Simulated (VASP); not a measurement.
# Be (Im-3m) in VASP: notebook, part 2 of 2

VASP 6.6.1. The steps go on from the part before.

### 3 Relaxation of cell and atoms, PBEsol

This run uses another cell than the first one, of 8.11 Å³/atom.

INCAR

```
SYSTEM = Be
ALGO = Normal ; EDIFF = 1E-7
EDIFFG = -0.01 ; ENCUT = 600
GGA = PS ; GGA_COMPAT = .FALSE.
IBRION = 2 ; ISIF = 3
ISMEAR = -1 ; LASPH = .TRUE.
LCHARG = .FALSE. ; LREAL = .FALSE.
LWAVE = .FALSE. ; NELM = 120
NELMIN = 4 ; NSW = 80
PREC = Accurate ; SIGMA = 0.1
```

KPOINTS

```
k-points
0
G
  17 17 17
  0 0 0
```

POSCAR

```
Be
1.0
   -1.2658080948      1.2658080948      1.2658080948
    1.2658080948     -1.2658080948      1.2658080948
    1.2658080948      1.2658080948     -1.2658080948
Be
1
Direct
    0.0000000000      0.0000000000      0.0000000000
```

Potentials or basis: VASP PAW PBE potentials, release 64 (Be).

Command:

```
cat potpaw_PBE.64/Be/POTCAR > POTCAR
mpirun -np 1 vasp_std > vasp.out
```

OUTCAR:

```text
SYSTEM = Be
   EDIFF = 1E-7
   EDIFFG = -0.01
   ENCUT = 600
   GGA = PS
   IBRION = 2
   ISIF = 3
   ISMEAR = -1
   LASPH = .TRUE.
   LREAL = .FALSE.
   NELM = 120
   NELMIN = 4
   NSW = 80
   PREC = Accurate

 ion  position               nearest neighbor table
   1  0.000  0.000  0.000-

  LATTYP: Found a body centered cubic cell.
 ALAT       =     2.5316161896

  Lattice vectors:

 A1 = (  -1.2658080948,   1.2658080948,   1.2658080948)
 A2 = (   1.2658080948,  -1.2658080948,   1.2658080948)
 A3 = (   1.2658080948,   1.2658080948,  -1.2658080948)

Analysis of symmetry for initial positions (statically):
=====================================================================
 Subroutine PRICEL returns:
 Original cell was already a primitive cell.

 Routine SETGRP: Setting up the symmetry group for a
 body centered cubic supercell.

 Subroutine GETGRP returns: Found 48 space group operations
 (whereof 48 operations were pure point group operations)
 out of a pool of 48 trial point group operations.

The static configuration has the point symmetry O_h .

Analysis of symmetry for dynamics (positions and initial velocities):
=====================================================================
 Subroutine PRICEL returns:
 Original cell was already a primitive cell.

 Routine SETGRP: Setting up the symmetry group for a
 body centered cubic supercell.

 Subroutine GETGRP returns: Found 48 space group operations
 (whereof 48 operations were pure point group operations)
 out of a pool of 48 trial point group operations.

The dynamic configuration has the point symmetry O_h .

 Subroutine INISYM returns: Found 48 space group operations
 (whereof 48 operations are pure point group operations),
 and found     1 'primitive' translations

[... 118 lines left out ...]
   LHFCALC =     F    Hartree Fock is set to
   AEXX    =    0.0000 exact exchange contribution
   IVDW    =     0    specifies the selected vdW correction
   LEPSILON=     F    determine dielectric tensor
   LRPA    =     F    only Hartree local field effects (RPA)
 conjugate gradient relaxation of ions
 non-spin polarized calculation
  energy-cutoff  :      600.00
  volume of cell :        8.11
 maximum number of plane-waves:       279
 NGX is ok and might be reduce to    18
   NGX =  9   NGY =  9   NGZ =  9

--------------------------------------- Ionic step        1  -------------------------------------------

 number of electron       2.0000000 magnetization

 Free energy of the ion-electron system (eV)
  ---------------------------------------------------
  ext. energy  EPLUGINS =         0.00000000
  ---------------------------------------------------
  free energy    TOTEN  =        -3.89415104 eV

  energy without entropy =       -3.88751599  energy(sigma->0) =       -3.89083351

------------------------ aborting loop because EDIFF is reached ----------------------------------------

  FORCE on cell =-STRESS in cart. coord.  units (eV):
  Direction    XX          YY          ZZ          XY          YZ          ZX
  --------------------------------------------------------------------------------------
  -------------------------------------------------------------------------------------
  Total       -0.2462150     -0.2462150     -0.2462150      0.0000000      0.0000000     -0.0000000
  in kB      -48.6252155    -48.6252155    -48.6252155      0.0000000      0.0000000     -0.0000000
  external PRESSURE =     -48.6252155 kB  Pullay stress =       0.0000000 kB
[... 57 lines left out ...]
--------------------------------------- Ionic step        3  -------------------------------------------

 number of electron       2.0000000 magnetization

 Free energy of the ion-electron system (eV)
  ---------------------------------------------------
  ext. energy  EPLUGINS =         0.00000000
  ---------------------------------------------------
  free energy    TOTEN  =        -3.89942357 eV

  energy without entropy =       -3.89333455  energy(sigma->0) =       -3.89637906

 E-fermi :   8.0495     XC(G=0): -10.6671

 val. band max:        8.0394442736   @ k =  -0.4118   0.4706   0.3529
 cond. band min:       8.0887251311   @ k =   0.3529   0.2353   0.0588
 fundamental gap:      0.0492808575
 Fermi energy:         8.0494626868

 k-point     1 :       0.0000    0.0000    0.0000
  band No.  band energies     occupation
      1      -4.2836      2.00000
      2      27.5513      0.00000
      3      27.5513      0.00000
      4      27.5513      0.00000
      5      38.9562      0.00000
[... 177 lines left out ...]
 k-point    24 :       0.1765    0.1765    0.0000
  band No.  band energies     occupation
      1      -0.9954      2.00000
      2      17.0577      0.00000
      3      19.0884      0.00000
      4      23.2381      0.00000
      5      33.7403      0.00000

 [... further k-points ...]

------------------------ aborting loop because EDIFF is reached ----------------------------------------

  FORCE on cell =-STRESS in cart. coord.  units (eV):
  Direction    XX          YY          ZZ          XY          YZ          ZX
  --------------------------------------------------------------------------------------
  -------------------------------------------------------------------------------------
  Total       -0.0011341     -0.0011341     -0.0011341     -0.0000000     -0.0000000     -0.0000000
  in kB       -0.2335957     -0.2335957     -0.2335957     -0.0000000     -0.0000000     -0.0000000
  external PRESSURE =      -0.2335957 kB  Pullay stress =       0.0000000 kB
[... 16 lines left out ...]
  FREE ENERGIE OF THE ION-ELECTRON SYSTEM (eV)
  ---------------------------------------------------
  free  energy   TOTEN  =        -3.8994235712 eV

  energy  without entropy=       -3.8933345472  energy(sigma->0) =       -3.89637906

 reached required accuracy - stopping structural energy minimisation
```

CONTCAR:

```text
Be
   1.00000000000000
    -1.2481694640417134    1.2481694640417134    1.2481694640417134
     1.2481694640417134   -1.2481694640417134    1.2481694640417134
     1.2481694640417134    1.2481694640417134   -1.2481694640417134
  Be
     1
Direct
     0.0000000000000000    0.0000000000000000    0.0000000000000000

  0.00000000E+00  0.00000000E+00  0.00000000E+00
```

Wall time 23 s (1 thread of Intel Xeon 8259CL, shared host); peak memory 0.12 GiB.

Results:

| Item | Value |
| --- | --- |
| Free energy | -3.8994 eV |
| Relaxed volume | 7.78 Å³/atom |
| Relaxed cell | a = 2.162 Å, b = 2.162 Å, c = 2.162 Å, α = 109.47°, β = 109.47°, γ = 109.47° |
| Space group after relaxing (to 0.1 Å) | Im-3m (No. 229) |
| Energy gained by relaxing | 5.3 meV/atom |
| Ionic steps | 3 |
| Pressure after relaxing | 0.0 GPa |
| Band gap on the k mesh | zero (bands 1 and 2 overlap by 4.54 eV) |

The path:
```tsv
step	energy change (eV)	largest force (eV/Å)	pressure (GPa)	volume (Å³)
1	0.0000	0.0000	-4.86	8.11
2	-0.0051	0.0000	-0.79	7.83
3	-0.0053	0.0000	-0.02	7.78
```

Final structure:
```xyz
1
Lattice="-1.2482 1.2482 1.2482 1.2482 -1.2482 1.2482 1.2482 1.2482 -1.2482" Properties=species:S:1:pos:R:3 pbc="T T T"
Be    0.0000    0.0000    0.0000
```

Caveat: the PAW data sets were made with another functional, which shifts forces and pressure a little.

### 4 Single point, PBEsol (7.13 Å³/atom)

This run uses another cell than the first one, of 7.13 Å³/atom.

INCAR

```
PREC = Accurate ; ENCUT = 520
EDIFF = 1E-7 ; ISMEAR = -1
SIGMA = 0.1 ; LREAL = False
LASPH = True ; NELM = 100
ALGO = Normal ; ISIF = 2
LWAVE = False ; LCHARG = False
GGA = PS ; NBANDS = 7
```

KPOINTS

```
regular mesh
0
Gamma
  20 20 20
```

POSCAR

```
Be
1.0
   -1.2127089958      1.2127089958      1.2127089958
    1.2127089958     -1.2127089958      1.2127089958
    1.2127089958      1.2127089958     -1.2127089958
Be
1
Direct
    0.0000000000      0.0000000000      0.0000000000
```

Command:

```
cat potpaw_PBE.64/Be/POTCAR > POTCAR
mpirun -np 1 vasp_std > vasp.out
```

It took 3.9 s on 1 thread of Intel Xeon Platinum 8488C (Sapphire Rapids), shared host; peak memory 0.12 GiB.

It converged, with:

| Property | Result |
| --- | --- |
| Free energy | -3.8801 eV |
| Pressure | 12.3 GPa |
| Band gap on the k mesh | zero (bands 1 and 2 overlap by 5.70 eV) |

Levels at points of the mesh, in eV from the Fermi level:
| k point | band 1 | band 2 | band 3 | band 4 | band 5 | band 6 |
| --- | --- | --- | --- | --- | --- | --- |
| (0.00, 0.00, 0.00) | -12.78 | 21.00 | 21.00 | 21.00 | 32.75 | 32.75 |
| (0.50, 0.00, 0.00) | -5.60 | 0.73 | 13.26 | 16.65 | 21.67 | 28.39 |
| (0.50, 0.50, 0.50) | 4.30 | 4.30 | 4.30 | 10.33 | 10.33 | 20.68 |

Caveat: the cell stands under pressure; the PAW data sets were made with another functional, which shifts forces and pressure a little.

### 5 Single point, PBEsol (7.75 Å³/atom)

INCAR

```
ALGO     = Normal         # electronic algorithm
EDIFF    = 1E-7           # SCF threshold, eV
ENCUT    = 520            # plane-wave cutoff, eV
GGA      = PS             # functional
ISIF     = 2              # what is computed and relaxed
ISMEAR   = -1             # smearing method
LASPH    = True           # aspherical terms in the spheres
LCHARG   = False          # write CHGCAR
LREAL    = False          # projectors in reciprocal space
LWAVE    = False          # write WAVECAR
NBANDS   = 7              # bands
NELM     = 60             # most SCF steps
PREC     = Accurate       # precision mode
SIGMA    = 0.1            # smearing width, eV
```

KPOINTS

```
k-points
0
Gamma
  20 20 20
```

POSCAR

```
Be
1.0
   -1.2468876499      1.2468876499      1.2468876499
    1.2468876499     -1.2468876499      1.2468876499
    1.2468876499      1.2468876499     -1.2468876499
Be
1
Direct
    0.0000000000      0.0000000000      0.0000000000
```

Command:

```
cat potpaw_PBE.64/Be/POTCAR > POTCAR
mpirun -np 1 vasp_std > vasp.out
```

Wall time 4.7 s (1 thread of Intel Xeon Platinum 8488C (Sapphire Rapids), shared host); peak memory 0.11 GiB.

It converged, with:

| Item | Value |
| --- | --- |
| Free energy | -3.9031 eV |
| Pressure | 0.3 GPa |
| Band gap on the k mesh | zero (bands 1 and 2 overlap by 5.32 eV) |

Levels at points of the mesh, in eV from the Fermi level:
```csv
k point,band 1,band 2,band 3,band 4,band 5
"(0.00, 0.00, 0.00)",-12.29,19.61,19.61,19.61,31.03
"(0.50, 0.00, 0.00)",-5.27,0.46,12.41,15.64,20.60
"(0.50, 0.50, 0.50)",4.02,4.02,4.02,9.90,9.90
```

Caveat: the PAW data sets were made with another functional, which shifts forces and pressure a little.

### 6 Summary

| task | cell | k mesh | cutoff (eV) | gap on the mesh (eV) | pressure (GPa) |
| --- | --- | --- | --- | --- | --- |
| single point | a = 2.160 Å, angles 109.5°, 1 atom | 17 × 17 × 17 | 600 | none | 0.4 |
| relaxation of cell and atoms | relaxed from a = 2.192 Å, angles 109.5°, 1 atom | 17 × 17 × 17 | 600 | none | 0.0 |
| single point | a = 2.100 Å, angles 109.5°, 1 atom | 20 × 20 × 20 | 520 | none | 12.3 |
| single point | a = 2.160 Å, angles 109.5°, 1 atom | 20 × 20 × 20 | 520 | none | 0.3 |

Alike in all rows: level PBEsol; potentials or basis VASP PAW PBE potentials, release 64 (Be); no spin polarisation; smearing fermi-dirac 0.1 eV.

Caveats: the PAW data sets were made with another functional, which shifts forces and pressure a little; the cell stands under pressure (at least some runs).

Total energies depend on the potentials used, so only differences within one code and one set of settings carry meaning.
